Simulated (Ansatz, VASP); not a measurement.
**Ti in VASP and in Ansatz**

The input INCAR:

```
SYSTEM = Ti
  PREC = Accurate
  ENCUT = 520
  EDIFF = 1E-6
  ISMEAR = 0
  SIGMA = 0.15
  LREAL = .FALSE.
  LASPH = .TRUE.
  NELM = 80
  ALGO = Normal
  ISIF = 2
  LWAVE = .FALSE.
  LCHARG = .FALSE.
  GGA = CA
  NBANDS = 12
```

Contents of KPOINTS:

```
regular mesh
0
G
  20 20 20
  0 0 0
```

File POSCAR:

```
Ti
1.0
   -1.5917700000      1.5917700000      1.5917700000
    1.5917700000     -1.5917700000      1.5917700000
    1.5917700000      1.5917700000     -1.5917700000
Ti
1
Direct
    0.0000000000      0.0000000000      0.0000000000
```

Input for Ansatz:

```yaml
crystal:
  lattice:
    - [-1.59177, 1.59177, 1.59177]
    - [1.59177, -1.59177, 1.59177]
    - [1.59177, 1.59177, -1.59177]
  atoms:
    - { symbol: Ti, position: [0.0, 0.0, 0.0] }
basis:
  ecutwfc: 420
kpoints:
  mp_grid: { grid: [20, 20, 20] }
hamiltonian:
  xc: lda
scf:
  occupations: { method: gaussian, width: 0.15 }
output:
  forces: true
  stress: true
  eigenvalues: true
```

Change from the starting cell: strain -0.030 along x and y, -0.030 along z, atoms carried along.

Alike in both runs: task single point; functional LDA; k mesh 20 × 20 × 20; occupations gaussian, width 0.15 eV; no spin polarisation.

|  | VASP | Ansatz |
| --- | --- | --- |
| version | VASP 6.6.1 | Ansatz 0.2.0 |
| potentials or method | VASP PAW LDA potentials, release 64 (Ti_sv), cutoff 520 eV | scalar-relativistic, plane waves, PAW |
| valence electrons in the cell | 12 | 12 |

Ansatz gave:

```
gap on the k mesh at the Fermi level (eV) : none
pressure (GPa)                            : -2.0
```

Problem. Estimate VASP's values.

Solution. gap on the k mesh at the Fermi level (eV): none; pressure (GPa): -2.1.

LDA's correlation is that of Perdew and Zunger in VASP and of Perdew and Wang (1992) in Ansatz. A gap of «none» marks a metal or a gap that the smearing closes.
